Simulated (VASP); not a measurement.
# Li (P6_3/mmc) in VASP: notebook

Li is run at these levels: PBEsol; tasks: single point, relaxation of cell and atoms.

Program: VASP 6.6.1. These are calculated values, not measurements. Logs are shortened: lines on timing, memory, paths and dates and some standing lists are left out, and cuts for length are marked.

## (1) The cell of the first run

Symmetry: P6_3/mmc, No. 194, hexagonal system. The conventional cell has a = 3.046 Å, b = 3.046 Å, c = 5.027 Å, α = 90.00°, β = 90.00°, γ = 120.00°. Li (site symmetry -6m2) has 12 Li at 3.05 to 3.07 Å within 4.0 Å.

This isn't the form of Li at room conditions, which is bcc.

## (2) Single point, PBEsol

The input, INCAR:

```
SYSTEM = Li
PREC = Accurate ; ENCUT = 520
EDIFF = 1E-6 ; ISMEAR = 0
SIGMA = 0.1 ; LREAL = .False.
LASPH = .True. ; NELM = 100
ALGO = Normal ; ISIF = 2
LWAVE = .False. ; LCHARG = .True.
GGA = PS ; LELF = .True.
LVHAR = .True. ; NBANDS = 10
```

The input, KPOINTS:

```
regular mesh
0
Gamma
  18 18 8
  0 0 0
```

The input, POSCAR:

```
Li
1.0
    3.0456287863      0.0000000000      0.0000000000
   -1.5228143932      2.6375918994      0.0000000000
    0.0000000000      0.0000000000      5.0267374810
Li
2
Direct
    0.3333333333      0.6666666667      0.2500000000
    0.6666666667      0.3333333333      0.7500000000
```

Potentials or basis: VASP PAW PBE potentials, release 64 (Li_sv).

The run is started by

```bash
cat potpaw_PBE.64/Li_sv/POTCAR > POTCAR
mpirun -np 1 vasp_std > vasp.out
```

OUTCAR:

```text
SYSTEM = Li
   PREC = Accurate
   ENCUT = 520
   EDIFF = 1E-6
   ISMEAR = 0
   LREAL = .False.
   LASPH = .True.
   NELM = 100
   ISIF = 2
   GGA = PS

 ion  position               nearest neighbor table
   1  0.333  0.667  0.250-
   2  0.667  0.333  0.750-

  LATTYP: Found a hexagonal cell.
 ALAT       =     3.0456287863
 C/A-ratio  =     1.6504760868

  Lattice vectors:

 A1 = (   3.0456287863,   0.0000000000,   0.0000000000)
 A2 = (  -1.5228143932,   2.6375918994,   0.0000000000)
 A3 = (   0.0000000000,   0.0000000000,   5.0267374810)

Analysis of symmetry for initial positions (statically):
=====================================================================
 Subroutine PRICEL returns:
 Original cell was already a primitive cell.

 Routine SETGRP: Setting up the symmetry group for a
 hexagonal supercell.

 Subroutine GETGRP returns: Found 24 space group operations
 (whereof 12 operations were pure point group operations)
 out of a pool of 24 trial point group operations.

The static configuration has the point symmetry D_3d.
 The point group associated with its full space group is D_6h.

Analysis of symmetry for dynamics (positions and initial velocities):
=====================================================================
 Subroutine PRICEL returns:
 Original cell was already a primitive cell.

 Routine SETGRP: Setting up the symmetry group for a
 hexagonal supercell.

 Subroutine GETGRP returns: Found 24 space group operations
 (whereof 12 operations were pure point group operations)
 out of a pool of 24 trial point group operations.

The dynamic configuration has the point symmetry D_3d.
 The point group associated with its full space group is D_6h.

 Subroutine INISYM returns: Found 24 space group operations
 (whereof 12 operations are pure point group operations),
 and found     1 'primitive' translations

----------------------------------------------------------------------------------------

                                     Primitive cell

  volume of cell :      40.3804

  direct lattice vectors                    reciprocal lattice vectors
     3.045628786  0.000000000  0.000000000     0.328339424  0.189566855  0.000000000
    -1.522814393  2.637591899  0.000000000     0.000000000  0.379133709  0.000000000
     0.000000000  0.000000000  5.026737481     0.000000000  0.000000000  0.198936189

  length of vectors
     3.045628786  3.045628786  5.026737481     0.379133709  0.379133709  0.198936189

  position of ions in fractional coordinates (direct lattice)
     0.333333333  0.666666667  0.250000000
     0.666666667  0.333333333  0.750000000

  ion indices of the primitive-cell ions
   primitive index   ion index
                 1           1
                 2           2

----------------------------------------------------------------------------------------

 KPOINTS: regular mesh

Automatic generation of k-mesh.
 Grid dimensions read from file:
 generate k-points for:   18   18    8

 Generating k-lattice:

  Cartesian coordinates                     Fractional coordinates (reciprocal lattice)
     0.018241079  0.010531492  0.000000000     0.055555556 -0.000000000  0.000000000
     0.000000000  0.021062984  0.000000000     0.000000000  0.055555556  0.000000000
     0.000000000  0.000000000  0.024867024     0.000000000  0.000000000  0.125000000

  Length of vectors
     0.021062984  0.021062984  0.024867024

  Shift w.r.t. Gamma in fractional coordinates (k-lattice)
     0.000000000  0.000000000  0.000000000

 Subroutine IBZKPT returns following result:
 ===========================================

 Found    185 irreducible k-points:

 Following reciprocal coordinates:
            Coordinates               Weight
  0.000000  0.000000  0.000000      1.000000
  0.055556  0.000000  0.000000      6.000000
  0.111111  0.000000  0.000000      6.000000
  0.166667  0.000000  0.000000      6.000000
  0.222222  0.000000  0.000000      6.000000
  0.277778 -0.000000  0.000000      6.000000
[... 16 lines left out ...]
  0.333333  0.111111  0.000000     12.000000
  0.388889  0.111111  0.000000     12.000000
 [... further k-points ...]
   k-points           NKPTS =    185   k-points in BZ     NKDIM =    185   number of bands    NBANDS=     10
   number of dos      NEDOS =    301   number of ions     NIONS =      2
   total plane-waves  NPLWV =  23040
   dimension x,y,z NGX =    24 NGY =   24 NGZ =   40
   dimension x,y,z NGXF=    48 NGYF=   48 NGZF=   80
   ions per type =               2
   NGX,Y,Z   is equivalent  to a cutoff of  13.10, 13.10, 13.23 a.u.
   NGXF,Y,Z  is equivalent  to a cutoff of  26.20, 26.20, 26.46 a.u.
 SYSTEM =  Li
   PREC   = accura    normal or accurate (medium, high low for compatibility)
   ISTART =      0    job   : 0-new  1-cont  2-samecut
   ICHARG =      2    charge: 1-file 2-atom 10-const
   ISPIN  =      1    spin polarized calculation?
   LNONCOLLINEAR =      F non collinear calculations
   LSORBIT =      F    spin-orbit coupling
   LASPH  =      T    aspherical Exc in radial PAW
   ENCUT  =  520.0 eV  38.22 Ry    6.18 a.u.   5.66  5.66  9.35*2*pi/ulx,y,z
   NELM   =    100;   NELMIN=  2; NELMDL= -5     # of ELM steps
   EDIFF  = 0.1E-05   stopping-criterion for ELM
   LREAL  =      F    real-space projection
   EDIFFG = 0.1E-04   stopping-criterion for IOM
   NSW    =      0    number of steps for IOM
   IBRION =     -1    ionic relax: 0-MD 1-quasi-New 2-CG
   NFREE  =      0    steps in history (QN), initial steepest desc. (CG)
   ISIF   =      2    stress and relaxation
   ISYM   =      2    0-nonsym 1-usesym 2-fastsym
   POTIM  = 0.5000    time-step for ionic-motion
   TEBEG  =    0.0;   TEEND  =   0.0 temperature during run
   PSTRESS=    0.0 pullay stress
   NELECT =       6.0000    total number of electrons
   NUPDOWN=      -1.0000    fix difference up-down
   EMIN   =  10.00;   EMAX   =-10.00  energy-range for DOS
   EFERMI =   0.00;   METHOD = LEGACY
   ISMEAR =     0;   SIGMA  =   0.10  broadening in eV -4-tet -1-fermi 0-gaus
   EFERMI_NEDOS =   21; number of points for ismear=-14 and -15
   IALGO  =     38    algorithm
   IMIX   =      4    mixing-type and parameters
     AMIX     =   0.40;   BMIX     =  1.00
     AMIX_MAG =   1.60;   BMIX_MAG =  1.00
  volume/ion in A,a.u.               =      20.19       136.25
  Fermi-wavevector in a.u.,A,eV,Ry     =   0.867098  1.638578 10.229668  0.751859
  Thomas-Fermi vector in A             =   1.985583
   LORBIT       =      0    0 simple, 1 ext, 2 COOP (PROOUT), +10 PAW based schemes
   GGA     = PS    functional components
   LHFCALC =     F    Hartree Fock is set to
   AEXX    =    0.0000 exact exchange contribution
   IVDW    =     0    specifies the selected vdW correction
   LEPSILON=     F    determine dielectric tensor
   LRPA    =     F    only Hartree local field effects (RPA)
 non-spin polarized calculation
 Gauss-broadening in eV      SIGMA  =   0.10
  energy-cutoff  :      520.00
  volume of cell :       40.38
 maximum number of plane-waves:      1105
 NGX is ok and might be reduce to    24
   NGX = 11   NGY = 11   NGZ = 19

 number of electron       6.0000004 magnetization

 Free energy of the ion-electron system (eV)
  ---------------------------------------------------
  ext. energy  EPLUGINS =         0.00000000
  ---------------------------------------------------
  free energy    TOTEN  =        -3.93714783 eV

  energy without entropy =       -3.93208127  energy(sigma->0) =       -3.93461455

 E-fermi :   0.6414     XC(G=0):  -7.0273

 val. band max:        0.6309867475   @ k =   0.5000   0.0000   0.1250
 cond. band min:       0.6537490360   @ k =   0.2222   0.1667   0.3750
 fundamental gap:      0.0227622885
 Fermi energy:         0.6413754295

 k-point     1 :       0.0000    0.0000    0.0000
  band No.  band energies     occupation
      1     -45.2685      2.00000
      2     -45.2500      2.00000
      3      -2.9225      2.00000
      4       0.5611      1.74348
      5       3.4991      0.00000
      6      13.2682      0.00000
      7      13.2682      0.00000
      8      14.6479      0.00000
      9      14.6479      0.00000
     10      14.9855      0.00000

 k-point     2 :       0.0556    0.0000    0.0000
  band No.  band energies     occupation
      1     -45.2680      2.00000
      2     -45.2497      2.00000
      3      -2.8731      2.00000
      4       0.6266      1.16523
      5       3.5183      0.00000
      6      12.6897      0.00000
      7      12.8530      0.00000
      8      14.6298      0.00000
      9      14.9186      0.00000
     10      14.9489      0.00000

 k-point     3 :       0.1111    0.0000    0.0000
  band No.  band energies     occupation
      1     -45.2664      2.00000
      2     -45.2488      2.00000
      3      -2.7246      2.00000
      4       0.8230      0.01022
      5       3.5739      0.00000
      6      11.4232      0.00000
      7      12.1191      0.00000
      8      14.5664      0.00000
      9      14.7638      0.00000
     10      15.1220      0.00000

 k-point     4 :       0.1667    0.0000    0.0000
  band No.  band energies     occupation
      1     -45.2641      2.00000
      2     -45.2477      2.00000
      3      -2.4773      2.00000
      4       1.1499      0.00000
      5       3.6548      0.00000
      6       9.9915      0.00000
      7      11.3898      0.00000
      8      14.1601      0.00000
      9      14.2714      0.00000
     10      14.8337      0.00000

 k-point     5 :       0.2222    0.0000    0.0000
  band No.  band energies     occupation
      1     -45.2611      2.00000
      2     -45.2463      2.00000
      3      -2.1307      2.00000
      4       1.6067      0.00000
      5       3.7333      0.00000
      6       8.6278      0.00000
      7      10.7396      0.00000
      8      12.9568      0.00000
      9      13.0700      0.00000
     10      14.5680      0.00000

 k-point     6 :       0.2778   -0.0000    0.0000
  band No.  band energies     occupation
      1     -45.2579      2.00000
      2     -45.2450      2.00000
      3      -1.6863      2.00000
      4       2.1920      0.00000
      5       3.7319      0.00000
      6       7.4870      0.00000
      7      10.1932      0.00000
      8      11.4681      0.00000
      9      11.7902      0.00000
     10      14.1629      0.00000
[... 183 lines left out ...]
 k-point    21 :       0.2222    0.1111    0.0000
  band No.  band energies     occupation
      1     -45.2568      2.00000
      2     -45.2446      2.00000
      3      -1.5350      2.00000
      4       2.3870      0.00000
      5       3.8276      0.00000
      6       7.2504      0.00000
      7       8.9788      0.00000
      8      11.5502      0.00000
      9      12.3457      0.00000
     10      13.4719      0.00000

 k-point    22 :       0.2778    0.1111    0.0000
  band No.  band energies     occupation
      1     -45.2536      2.00000
      2     -45.2436      2.00000
      3      -0.9925      2.00000
      4       3.0975      0.00000
      5       3.6477      0.00000
      6       6.4486      0.00000
      7       8.4034      0.00000
      8      10.1006      0.00000
      9      11.4819      0.00000
     10      13.1723      0.00000

 k-point    23 :       0.3333    0.1111    0.0000
  band No.  band energies     occupation
      1     -45.2509      2.00000
      2     -45.2430      2.00000
      3      -0.3632      2.00000
      4       3.0993      0.00000
      5       3.9263      0.00000
      6       6.1999      0.00000
      7       7.8463      0.00000
      8       8.6981      0.00000
      9      10.8261      0.00000
     10      12.9512      0.00000

 k-point    24 :       0.3889    0.1111    0.0000
  band No.  band energies     occupation
      1     -45.2489      2.00000
      2     -45.2428      2.00000
      3       0.3145      2.00000
      4       2.3436      0.00000
      5       4.8432      0.00000
      6       6.3818      0.00000
      7       7.3031      0.00000
      8       7.4252      0.00000
      9      10.4247      0.00000
     10      12.8170      0.00000

 [... further k-points ...]

------------------------ aborting loop because EDIFF is reached ----------------------------------------

  FORCE on cell =-STRESS in cart. coord.  units (eV):
  Direction    XX          YY          ZZ          XY          YZ          ZX
  --------------------------------------------------------------------------------------
  -------------------------------------------------------------------------------------
  Total       -0.0163046     -0.0163046     -0.0273541      0.0000000     -0.0000000      0.0000000
  in kB       -0.6469200     -0.6469200     -1.0853301      0.0000000     -0.0000000      0.0000000
  external PRESSURE =      -0.7930567 kB  Pullay stress =       0.0000000 kB

 VOLUME and BASIS-vectors are now :
 -----------------------------------------------------------------------------
  energy-cutoff  :      520.00
  volume of cell :       40.38
      direct lattice vectors                 reciprocal lattice vectors
     3.045628786  0.000000000  0.000000000     0.328339424  0.189566855  0.000000000
    -1.522814393  2.637591899  0.000000000     0.000000000  0.379133709  0.000000000
     0.000000000  0.000000000  5.026737481     0.000000000  0.000000000  0.198936189

 POSITION                                       TOTAL-FORCE (eV/Angst)
 -----------------------------------------------------------------------------------
     -0.00000      1.75839      1.25668        -0.000000      0.000000      0.000000
      1.52281      0.87920      3.77005         0.000000     -0.000000      0.000000
 -----------------------------------------------------------------------------------
    total drift:                               -0.000000      0.000000      0.000000

  FREE ENERGIE OF THE ION-ELECTRON SYSTEM (eV)
  ---------------------------------------------------
  free  energy   TOTEN  =        -3.9371478301 eV

  energy  without entropy=       -3.9320812733  energy(sigma->0) =       -3.93461455
```

Wall time 63 s (1 thread of Intel Xeon 8259CL, shared host); peak memory 0.19 GiB.

What came out:

| Item | Value |
| --- | --- |
| Free energy | -3.9371 eV |
| Band gap on the k mesh | zero (bands 3 and 4 overlap by 4.66 eV) |

Caveat: the cutoff is under 1.25 times the usual one of these potentials, so pressure, stress and relaxed cells hold a basis-set (Pulay) error; the PAW data sets were made with another functional, which shifts forces and pressure a little.

## (3) Relaxation of cell and atoms, PBEsol

This run uses another cell than the first one, of 20.10 Å³/atom.

The input, INCAR:

```
SYSTEM = Li
PREC = Accurate ; ENCUT = 600
EDIFF = 1E-7 ; ISMEAR = 0
SIGMA = 0.1 ; LREAL = .False.
LASPH = .True. ; NELM = 80
ALGO = Normal ; ISIF = 3
LWAVE = .False. ; LCHARG = .False.
GGA = PS ; IBRION = 2
NSW = 100 ; EDIFFG = -0.005
```

KPOINTS is that of step 2.

The input, POSCAR:

```
Li
1.0
    3.0147964037      0.0000000000      0.0000000000
   -1.5073982019      2.6108902729      0.0000000000
    0.0000000000      0.0000000000      5.1083222000
Li
2
Direct
    0.3333333300      0.6666666700      0.2500000000
    0.6666666700      0.3333333300      0.7500000000
```

Potentials or basis: VASP PAW PBE potentials, release 64 (Li_sv).

The run is started by

```bash
cat potpaw_PBE.64/Li_sv/POTCAR > POTCAR
mpirun -np 1 vasp_std > vasp.out
```

Run time: 3.5 min. Hardware: 1 thread of Intel Xeon 8259CL, shared host; peak memory 0.19 GiB.

The run converged. Its results:

* Free energy: -3.9380 eV
* Relaxed volume: 19.96 Å³/atom
* Relaxed cell: a = 3.037 Å, b = 3.037 Å, c = 4.999 Å, α = 90.00°, β = 90.00°, γ = 120.00°
* Space group after relaxing (to 0.1 Å): P6_3/mmc (No. 194)
* Energy gained by relaxing: 0.9 meV/atom
* Ionic steps: 5
* Pressure after relaxing: 0.0 GPa
* Band gap on the k mesh: zero (bands 3 and 4 overlap by 4.67 eV)

The path:
| step | energy change (eV) | largest force (eV/Å) | pressure (GPa) | volume (Å³) |
| --- | --- | --- | --- | --- |
| 1 | 0.0000 | 0.0000 | -0.06 | 40.21 |
| 2 | -0.0006 | 0.0000 | -0.05 | 40.16 |
| 3 | -0.0016 | 0.0000 | 0.00 | 40.02 |
| 4 | -0.0011 | 0.0000 | 0.11 | 39.72 |
| 5 | -0.0018 | 0.0000 | 0.04 | 39.92 |

Final structure:
```
CELL_PARAMETERS angstrom
3.03661 0.00000 0.00000
-1.51830 2.62978 0.00000
0.00000 0.00000 4.99874
ATOMIC_POSITIONS crystal
Li 0.33333 0.66667 0.25000
Li 0.66667 0.33333 0.75000
```

Levels at points of the mesh, in eV from the Fermi level:
```
           k point  band 1  band 2  band 3  band 4  band 5  band 6  band 7
(0.00, 0.00, 0.00)  -45.89  -45.87   -3.58   -0.07    2.91   12.69   12.69
(0.50, 0.00, 0.00)  -45.87  -45.86   -0.08    1.07    4.71    5.86    6.29
(0.00, 0.00, 0.50)  -45.88  -45.88   -2.48   -2.48    7.94    7.94   13.61
(0.50, 0.00, 0.50)  -45.86  -45.86    0.68    0.68    3.56    3.56    9.98
```

Caveat: the cutoff is under 1.25 times the usual one of these potentials, so pressure, stress and relaxed cells hold a basis-set (Pulay) error; the PAW data sets were made with another functional, which shifts forces and pressure a little.
